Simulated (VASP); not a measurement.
# Ba (Im-3m) in VASP: notebook

The runs below take Ba through single point, with PBEsol.

Everything below comes from runs of VASP 6.6.1. Logs are shortened: lines on timing, memory, paths and dates and some standing lists are left out, and cuts for length are marked.

## (1) The cell of the first run

Symmetry: Im-3m, No. 229, cubic system. The conventional cell has a = 3.594 Å, b = 3.594 Å, c = 3.594 Å, α = 90.00°, β = 90.00°, γ = 90.00°. Ba (site symmetry m-3m) has 14 Ba at 3.11 to 3.59 Å within 4.1 Å.

## (2) Single point, PBEsol (volume scaled by 0.4)

INCAR

```
SYSTEM = Ba
PREC     = Accurate       ! precision mode
ENCUT    = 520            ! plane-wave cutoff, eV
EDIFF    = 1E-6           ! SCF threshold, eV
ISMEAR   = -1             ! smearing method
SIGMA    = 0.08           ! smearing width, eV
LREAL    = .FALSE.        ! projectors in reciprocal space
LASPH    = .TRUE.         ! aspherical terms in the spheres
NELM     = 80             ! most SCF steps
ALGO     = Normal         ! electronic algorithm
ISIF     = 2              ! what is computed and relaxed
LWAVE    = .FALSE.        ! write WAVECAR
LCHARG   = .TRUE.         ! write CHGCAR
GGA      = PS             ! functional
LELF     = .TRUE.         ! ELF
LVHAR    = .TRUE.       
NBANDS   = 11             ! bands
```

KPOINTS

```
regular mesh
0
G
  11 11 11
  0 0 0
```

POSCAR

```
Ba
1.0
   -1.7968566539      1.7968566539      1.7968566539
    1.7968566539     -1.7968566539      1.7968566539
    1.7968566539      1.7968566539     -1.7968566539
Ba
1
Direct
    0.0000000000      0.0000000000      0.0000000000
```

Potentials or basis: VASP PAW PBE potentials, release 64 (Ba_sv).

Started as:

```console
cat potpaw_PBE.64/Ba_sv/POTCAR > POTCAR
mpirun -np 1 vasp_std > vasp.out
```

OUTCAR:

```text
SYSTEM = Ba
   PREC = Accurate
   ENCUT = 520
   EDIFF = 1E-6
   ISMEAR = -1
   LREAL = .FALSE.
   LASPH = .TRUE.
   NELM = 80
   ISIF = 2
   GGA = PS

 ion  position               nearest neighbor table
   1  0.000  0.000  0.000-

  LATTYP: Found a body centered cubic cell.
 ALAT       =     3.5937133078

  Lattice vectors:

 A1 = (  -1.7968566539,   1.7968566539,   1.7968566539)
 A2 = (   1.7968566539,  -1.7968566539,   1.7968566539)
 A3 = (   1.7968566539,   1.7968566539,  -1.7968566539)

Analysis of symmetry for initial positions (statically):
=====================================================================
 Subroutine PRICEL returns:
 Original cell was already a primitive cell.

 Routine SETGRP: Setting up the symmetry group for a
 body centered cubic supercell.

 Subroutine GETGRP returns: Found 48 space group operations
 (whereof 48 operations were pure point group operations)
 out of a pool of 48 trial point group operations.

The static configuration has the point symmetry O_h .

Analysis of symmetry for dynamics (positions and initial velocities):
=====================================================================
 Subroutine PRICEL returns:
 Original cell was already a primitive cell.

 Routine SETGRP: Setting up the symmetry group for a
 body centered cubic supercell.

 Subroutine GETGRP returns: Found 48 space group operations
 (whereof 48 operations were pure point group operations)
 out of a pool of 48 trial point group operations.

The dynamic configuration has the point symmetry O_h .

 Subroutine INISYM returns: Found 48 space group operations
 (whereof 48 operations are pure point group operations),
 and found     1 'primitive' translations

----------------------------------------------------------------------------------------

                                     Primitive cell

  volume of cell :      23.2060

  direct lattice vectors                    reciprocal lattice vectors
    -1.796856654  1.796856654  1.796856654     0.000000000  0.278263711  0.278263711
     1.796856654 -1.796856654  1.796856654     0.278263711  0.000000000  0.278263711
     1.796856654  1.796856654 -1.796856654     0.278263711  0.278263711  0.000000000

  length of vectors
     3.112247018  3.112247018  3.112247018     0.393524314  0.393524314  0.393524314

  position of ions in fractional coordinates (direct lattice)
[... 80 lines left out ...]
   NSW    =      0    number of steps for IOM
   IBRION =     -1    ionic relax: 0-MD 1-quasi-New 2-CG
   NFREE  =      0    steps in history (QN), initial steepest desc. (CG)
   ISIF   =      2    stress and relaxation
   ISYM   =      2    0-nonsym 1-usesym 2-fastsym
   POTIM  = 0.5000    time-step for ionic-motion
   TEBEG  =    0.0;   TEEND  =   0.0 temperature during run
   PSTRESS=    0.0 pullay stress
   NELECT =      10.0000    total number of electrons
   NUPDOWN=      -1.0000    fix difference up-down
   EMIN   =  10.00;   EMAX   =-10.00  energy-range for DOS
   EFERMI =   0.00;   METHOD = LEGACY
   ISMEAR =    -1;   SIGMA  =   0.08  broadening in eV -4-tet -1-fermi 0-gaus
   EFERMI_NEDOS =   21; number of points for ismear=-14 and -15
   IALGO  =     38    algorithm
   IMIX   =      4    mixing-type and parameters
     AMIX     =   0.40;   BMIX     =  1.00
     AMIX_MAG =   1.60;   BMIX_MAG =  1.00
  volume/ion in A,a.u.               =      23.21       156.60
  Fermi-wavevector in a.u.,A,eV,Ry     =   1.236540  2.336721 20.803722  1.529030
  Thomas-Fermi vector in A             =   2.371144
   LORBIT       =      0    0 simple, 1 ext, 2 COOP (PROOUT), +10 PAW based schemes
   GGA     = PS    functional components
   LHFCALC =     F    Hartree Fock is set to
   AEXX    =    0.0000 exact exchange contribution
   IVDW    =     0    specifies the selected vdW correction
   LEPSILON=     F    determine dielectric tensor
   LRPA    =     F    only Hartree local field effects (RPA)
 non-spin polarized calculation
  energy-cutoff  :      520.00
  volume of cell :       23.21
 maximum number of plane-waves:       642
   NGX = 11   NGY = 11   NGZ = 11

 number of electron      10.0000000 magnetization

 Free energy of the ion-electron system (eV)
  ---------------------------------------------------
  ext. energy  EPLUGINS =         0.00000000
  ---------------------------------------------------
  free energy    TOTEN  =        -0.15919917 eV

  energy without entropy =       -0.13281018  energy(sigma->0) =       -0.14600467

 E-fermi :   7.0336     XC(G=0): -11.5495

 val. band max:        6.9999242545   @ k =   0.1818   0.0909   0.0000
 cond. band min:       7.0496382395   @ k =   0.3636   0.0909   0.0909
 fundamental gap:      0.0497139851
 Fermi energy:         7.0335522673

 k-point     1 :       0.0000    0.0000    0.0000
  band No.  band energies     occupation
      1     -22.7655      2.00000
      2      -4.1108      2.00000
      3      -4.1108      2.00000
      4      -4.1108      2.00000
      5       6.4159      1.99911
      6       9.4747      0.00000
      7       9.4747      0.00000
      8       9.4747      0.00000
      9      12.8880      0.00000
     10      12.8880      0.00000
     11      16.6563      0.00000
[... 309 lines left out ...]
 k-point    24 :       0.3636    0.1818    0.0909
  band No.  band energies     occupation
      1     -21.0349      2.00000
      2      -9.2541      2.00000
      3      -7.2569      2.00000
      4      -5.6231      2.00000
      5       7.0584      0.84579
      6       8.3422      0.00000
      7      12.7708      0.00000
      8      14.5080      0.00000
      9      15.6973      0.00000
     10      18.8308      0.00000
     11      20.6286      0.00000

 [... further k-points ...]

------------------------ aborting loop because EDIFF is reached ----------------------------------------

  FORCE on cell =-STRESS in cart. coord.  units (eV):
  Direction    XX          YY          ZZ          XY          YZ          ZX
  --------------------------------------------------------------------------------------
  -------------------------------------------------------------------------------------
  Total        5.6517273      5.6517273      5.6517273      0.0000000     -0.0000000     -0.0000000
  in kB      390.2037962    390.2037962    390.2037962      0.0000000     -0.0000000     -0.0000000
  external PRESSURE =     390.2037962 kB  Pullay stress =       0.0000000 kB

 VOLUME and BASIS-vectors are now :
 -----------------------------------------------------------------------------
  energy-cutoff  :      520.00
  volume of cell :       23.21
      direct lattice vectors                 reciprocal lattice vectors
    -1.796856654  1.796856654  1.796856654     0.000000000  0.278263711  0.278263711
     1.796856654 -1.796856654  1.796856654     0.278263711  0.000000000  0.278263711
     1.796856654  1.796856654 -1.796856654     0.278263711  0.278263711  0.000000000

 POSITION                                       TOTAL-FORCE (eV/Angst)
 -----------------------------------------------------------------------------------
      0.00000      0.00000      0.00000         0.000000      0.000000     -0.000000
 -----------------------------------------------------------------------------------
    total drift:                               -0.000000     -0.000000     -0.000000

  FREE ENERGIE OF THE ION-ELECTRON SYSTEM (eV)
  ---------------------------------------------------
  free  energy   TOTEN  =        -0.1591991688 eV

  energy  without entropy=       -0.1328101775  energy(sigma->0) =       -0.14600467
```

stdout:

```text
POSCAR found type information on POSCAR Ba
 POSCAR found :  1 types and       1 ions
 scaLAPACK will be used
 -----------------------------------------------------------------------------
|                                                                             |
|                                                                             |
|     You enforced a specific xc type in the INCAR file but a different       |
|     I HOPE YOU KNOW WHAT YOU ARE DOING!                                     |
|                                                                             |
 -----------------------------------------------------------------------------

 LDA part: xc-table for (Slater+PW92), standard interpolation
 POSCAR, INCAR and KPOINTS ok, starting setup
 FFT: planning ... GRIDC
 FFT: planning ... GRID_SOFT
 FFT: planning ... GRID
 WAVECAR not read
 entering main loop
```

Run time: 4.3 s. Hardware: 1 thread of Intel Xeon 6975P-C (Granite Rapids), shared host; peak memory 0.14 GiB.

Results:

```yaml
Free_energy: -0.1592 eV
Pressure: 39.0 GPa
Band_gap_on_the_k_mesh: zero (band 5 reaches 9.03 eV, above the bottom of band 6 at 3.52 eV)
```

Caveat: the PAW data sets were made with another functional, which shifts forces and pressure a little; spin-orbit coupling is left out, which moves the levels of the heavy elements.

## (3) Single point, PBEsol (volume scaled by 0.4)

INCAR

```
ALGO = Normal ; EDIFF = 1E-6
ENCUT = 520 ; GGA = PS
ISIF = 2 ; ISMEAR = -1
LASPH = True ; LCHARG = False
LREAL = False ; LWAVE = False
NBANDS = 11 ; NELM = 80
PREC = Accurate ; SIGMA = 0.08
```

KPOINTS

```
k-points
0
Gamma
  11 11 11
```

POSCAR is that of step 2.

Potentials or basis: VASP PAW PBE potentials, release 64 (Ba_sv).

Started as:

```console
cat potpaw_PBE.64/Ba_sv/POTCAR > POTCAR
mpirun -np 1 vasp_std > vasp.out
```

OUTCAR:

```text
EDIFF = 1E-6
   ENCUT = 520
   GGA = PS
   ISIF = 2
   ISMEAR = -1
   LASPH = True
   LREAL = False
   NELM = 80
   PREC = Accurate

 ion  position               nearest neighbor table
   1  0.000  0.000  0.000-

  LATTYP: Found a body centered cubic cell.
 ALAT       =     3.5937133078

  Lattice vectors:

 A1 = (  -1.7968566539,   1.7968566539,   1.7968566539)
 A2 = (   1.7968566539,  -1.7968566539,   1.7968566539)
 A3 = (   1.7968566539,   1.7968566539,  -1.7968566539)

Analysis of symmetry for initial positions (statically):
=====================================================================
 Subroutine PRICEL returns:
 Original cell was already a primitive cell.

 Routine SETGRP: Setting up the symmetry group for a
 body centered cubic supercell.

 Subroutine GETGRP returns: Found 48 space group operations
 (whereof 48 operations were pure point group operations)
 out of a pool of 48 trial point group operations.

The static configuration has the point symmetry O_h .

Analysis of symmetry for dynamics (positions and initial velocities):
=====================================================================
 Subroutine PRICEL returns:
 Original cell was already a primitive cell.

 Routine SETGRP: Setting up the symmetry group for a
 body centered cubic supercell.

 Subroutine GETGRP returns: Found 48 space group operations
 (whereof 48 operations were pure point group operations)
 out of a pool of 48 trial point group operations.

The dynamic configuration has the point symmetry O_h .

 Subroutine INISYM returns: Found 48 space group operations
 (whereof 48 operations are pure point group operations),
 and found     1 'primitive' translations

----------------------------------------------------------------------------------------

                                     Primitive cell
[... 112 lines left out ...]
  Thomas-Fermi vector in A             =   2.371144
   LORBIT       =      0    0 simple, 1 ext, 2 COOP (PROOUT), +10 PAW based schemes
   GGA     = PS    functional components
   LHFCALC =     F    Hartree Fock is set to
   AEXX    =    0.0000 exact exchange contribution
   IVDW    =     0    specifies the selected vdW correction
   LEPSILON=     F    determine dielectric tensor
   LRPA    =     F    only Hartree local field effects (RPA)
 non-spin polarized calculation
  energy-cutoff  :      520.00
  volume of cell :       23.21
 maximum number of plane-waves:       642
   NGX = 11   NGY = 11   NGZ = 11

 number of electron      10.0000000 magnetization

 Free energy of the ion-electron system (eV)
  ---------------------------------------------------
  ext. energy  EPLUGINS =         0.00000000
  ---------------------------------------------------
  free energy    TOTEN  =        -0.15919917 eV

  energy without entropy =       -0.13281018  energy(sigma->0) =       -0.14600467

 E-fermi :   7.0336     XC(G=0): -11.5495

 val. band max:        6.9999242545   @ k =   0.1818   0.0909   0.0000
 cond. band min:       7.0496382395   @ k =   0.3636   0.0909   0.0909
 fundamental gap:      0.0497139851
 Fermi energy:         7.0335522673

 k-point     1 :       0.0000    0.0000    0.0000
  band No.  band energies     occupation
      1     -22.7655      2.00000
      2      -4.1108      2.00000
      3      -4.1108      2.00000
      4      -4.1108      2.00000
      5       6.4159      1.99911
      6       9.4747      0.00000
      7       9.4747      0.00000
      8       9.4747      0.00000
      9      12.8880      0.00000
     10      12.8880      0.00000
     11      16.6563      0.00000
[... 309 lines left out ...]
 k-point    24 :       0.3636    0.1818    0.0909
  band No.  band energies     occupation
      1     -21.0349      2.00000
      2      -9.2541      2.00000
      3      -7.2569      2.00000
      4      -5.6231      2.00000
      5       7.0584      0.84579
      6       8.3422      0.00000
      7      12.7708      0.00000
      8      14.5080      0.00000
      9      15.6973      0.00000
     10      18.8308      0.00000
     11      20.6286      0.00000

 [... further k-points ...]

------------------------ aborting loop because EDIFF is reached ----------------------------------------

  FORCE on cell =-STRESS in cart. coord.  units (eV):
  Direction    XX          YY          ZZ          XY          YZ          ZX
  --------------------------------------------------------------------------------------
  -------------------------------------------------------------------------------------
  Total        5.6517273      5.6517273      5.6517273      0.0000000     -0.0000000     -0.0000000
  in kB      390.2037962    390.2037962    390.2037962      0.0000000     -0.0000000     -0.0000000
  external PRESSURE =     390.2037962 kB  Pullay stress =       0.0000000 kB

 VOLUME and BASIS-vectors are now :
 -----------------------------------------------------------------------------
  energy-cutoff  :      520.00
  volume of cell :       23.21
      direct lattice vectors                 reciprocal lattice vectors
    -1.796856654  1.796856654  1.796856654     0.000000000  0.278263711  0.278263711
     1.796856654 -1.796856654  1.796856654     0.278263711  0.000000000  0.278263711
     1.796856654  1.796856654 -1.796856654     0.278263711  0.278263711  0.000000000

 POSITION                                       TOTAL-FORCE (eV/Angst)
 -----------------------------------------------------------------------------------
      0.00000      0.00000      0.00000         0.000000      0.000000     -0.000000
 -----------------------------------------------------------------------------------
    total drift:                               -0.000000     -0.000000     -0.000000

  FREE ENERGIE OF THE ION-ELECTRON SYSTEM (eV)
  ---------------------------------------------------
  free  energy   TOTEN  =        -0.1591991688 eV

  energy  without entropy=       -0.1328101775  energy(sigma->0) =       -0.14600467
```

It took 4.1 s on 1 thread of Intel Xeon 6975P-C (Granite Rapids), shared host; peak memory 0.13 GiB.

Results:

- Free energy: -0.1592 eV
- Pressure: 39.0 GPa
- Band gap on the k mesh: zero (band 5 reaches 9.03 eV, above the bottom of band 6 at 3.52 eV)

Levels at points of the mesh, in eV from the Fermi level:
```csv
k point,band 2,band 3,band 4,band 5,band 6,band 7,band 8,band 9
"(0.00, 0.00, 0.00)",-11.14,-11.14,-11.14,-0.62,2.44,2.44,2.44,5.85
```

Caveat: the PAW data sets were made with another functional, which shifts forces and pressure a little; spin-orbit coupling is left out, which moves the levels of the heavy elements.

## (4) Single point, PBEsol (volume scaled by 0.5)

INCAR is that of step 3.

KPOINTS is that of step 3.

POSCAR

```
Ba
1.0
   -1.9356051541      1.9356051541      1.9356051541
    1.9356051541     -1.9356051541      1.9356051541
    1.9356051541      1.9356051541     -1.9356051541
Ba
1
Direct
    0.0000000000      0.0000000000      0.0000000000
```

Started as:

```console
cat potpaw_PBE.64/Ba_sv/POTCAR > POTCAR
mpirun -np 1 vasp_std > vasp.out
```

Run time: 7.9 s. Hardware: 1 thread of Intel Xeon 6975P-C (Granite Rapids), shared host; peak memory 0.16 GiB.

The run converged. Its results:

| Quantity | Value |
| --- | --- |
| Free energy | -1.1303 eV |
| Pressure | 18.7 GPa |
| Band gap on the k mesh | zero (band 5 reaches 6.55 eV, above the bottom of band 6 at 2.87 eV) |

Levels at points of the mesh, in eV from the Fermi level:
| k point | band 3 | band 4 | band 5 | band 6 | band 7 | band 8 |
| --- | --- | --- | --- | --- | --- | --- |
| (0.00, 0.00, 0.00) | -11.92 | -11.92 | -1.94 | 2.36 | 2.36 | 2.36 |

Caveat: the PAW data sets were made with another functional, which shifts forces and pressure a little; spin-orbit coupling is left out, which moves the levels of the heavy elements.

## (5) Single point, PBEsol (volume scaled by 0.6)

INCAR

```
SYSTEM = Ba
ALGO = Normal
EDIFF = 1E-6
ENCUT = 520
GGA = PS
ISIF = 2
ISMEAR = -1
LASPH = .TRUE.
LCHARG = .TRUE.
LELF = .TRUE.
LREAL = .FALSE.
LVHAR = .TRUE.
LWAVE = .FALSE.
NBANDS = 11
NELM = 100
PREC = Accurate
SIGMA = 0.08
```

KPOINTS

```
k-points
0
G
  11 11 11
  0 0 0
```

POSCAR

```
Ba
1.0
   -2.0568874035      2.0568874035      2.0568874035
    2.0568874035     -2.0568874035      2.0568874035
    2.0568874035      2.0568874035     -2.0568874035
Ba
1
Direct
    0.0000000000      0.0000000000      0.0000000000
```

Started as:

```console
cat potpaw_PBE.64/Ba_sv/POTCAR > POTCAR
mpirun -np 1 vasp_std > vasp.out
```

Wall time 8.1 s (1 thread of Intel Xeon 6975P-C (Granite Rapids), shared host); peak memory 0.16 GiB.

The run converged. Its results:

* Free energy: -1.6304 eV
* Pressure: 10.0 GPa
* Band gap on the k mesh: zero (band 5 reaches 5.02 eV, above the bottom of band 6 at 2.39 eV)

Levels at points of the mesh, in eV from the Fermi level:
| k point | band 3 | band 4 | band 5 | band 6 | band 7 | band 8 |
| --- | --- | --- | --- | --- | --- | --- |
| (0.00, 0.00, 0.00) | -12.42 | -12.42 | -2.50 | 2.29 | 2.29 | 2.29 |

Caveat: the PAW data sets were made with another functional, which shifts forces and pressure a little; spin-orbit coupling is left out, which moves the levels of the heavy elements.

## (6) Summary

| cell | gap on the mesh (eV) | pressure (GPa) |
| --- | --- | --- |
| a = 3.112 Å, angles 109.5°, 1 atom | none | 39.0 |
| a = 3.353 Å, angles 109.5°, 1 atom | none | 18.7 |
| a = 3.563 Å, angles 109.5°, 1 atom | none | 10.0 |

Alike in all rows: task single point; level PBEsol; potentials or basis VASP PAW PBE potentials, release 64 (Ba_sv); no spin polarisation; k mesh 11 × 11 × 11; cutoff (eV) 520; smearing fermi-dirac 0.08 eV.

Caveats: the PAW data sets were made with another functional, which shifts forces and pressure a little; spin-orbit coupling is left out, which moves the levels of the heavy elements.

Absolute energies hang on the potentials; compare differences alone.
